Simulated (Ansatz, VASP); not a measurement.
One calculation of SnSe, two programs

INCAR

```
ALGO = Normal ; EDIFF = 1E-6
ENCUT = 520 ; GGA = PE
ISIF = 2 ; ISMEAR = 0
LASPH = T ; LCHARG = F
LREAL = F ; LWAVE = F
NBANDS = 50 ; NELM = 60
PREC = Accurate ; SIGMA = 0.01
```

The input KPOINTS:

```
k-points
0
Gamma
  2 6 6
```

The input POSCAR:

```
SnSe
1.0
   11.4200000000      0.0000000000      0.0000000000
    0.0000000000      4.1900000000      0.0000000000
    0.0000000000      0.0000000000      4.4600000000
Sn Se
4 4
Direct
    0.1230000000      0.2500000000      0.0910000000
    0.3770000000      0.7500000000      0.5910000000
    0.6230000000      0.2500000000      0.4090000000
    0.8770000000      0.7500000000      0.9090000000
    0.3570000000      0.2500000000      0.0160000000
    0.1430000000      0.7500000000      0.5160000000
    0.8570000000      0.2500000000      0.4840000000
    0.6430000000      0.7500000000      0.9840000000
```

Input for Ansatz:

```yaml
crystal:
  lattice:
    - [11.42, 0.0, 0.0]
    - [0.0, 4.19, 0.0]
    - [0.0, 0.0, 4.46]
  atoms:
    - { symbol: Sn, position: [0.123, 0.25, 0.091] }
    - { symbol: Sn, position: [0.377, 0.75, 0.591] }
    - { symbol: Sn, position: [0.623, 0.25, 0.40900000000000003] }
    - { symbol: Sn, position: [0.877, 0.75, 0.909] }
    - { symbol: Se, position: [0.357, 0.25, 0.016] }
    - { symbol: Se, position: [0.143, 0.75, 0.516] }
    - { symbol: Se, position: [0.857, 0.25, 0.48400000000000004] }
    - { symbol: Se, position: [0.643, 0.75, 0.9839999999999999] }
kpoints:
  mp_grid:
    grid: [2, 6, 6]
  band_path:
    path:
      - [0.0, 0.0, 0.0]
      - [0.5, 0.0, 0.0]
      - [0.5, 0.5, 0.0]
      - [0.0, 0.5, 0.0]
      - [0.0, 0.0, 0.0]
      - [0.0, 0.0, 0.5]
    npoints: 8
hamiltonian:
  xc: pbe
scf:
  n_extra_bands: 6
  convergence:
    dr2_threshold: 1.0e-09
  occupations:
    method: fixed
```

Alike in both runs: task single point; functional PBE; k mesh 2 × 6 × 6; no spin polarisation.

|  | VASP | Ansatz |
| --- | --- | --- |
| version | VASP 6.6.1 | Ansatz 0.2.0 |
| potentials or method | VASP PAW PBE potentials, release 64 (Sn_d, Se) | plane waves, PAW |
| plane-wave cutoff (eV) | 520 | 420 |
| occupations | gaussian, width 0.01 eV | fixed |
| valence electrons in the cell | 80 | 120 |

```tsv
	VASP	Ansatz	Ansatz less VASP
gap on the k mesh at the Fermi level (eV)	0.54	0.54	+0.005
```

VASP's potentials hold 80 valence electrons a cell and Ansatz's 120, so a difference there can come from the potentials and not from the codes.
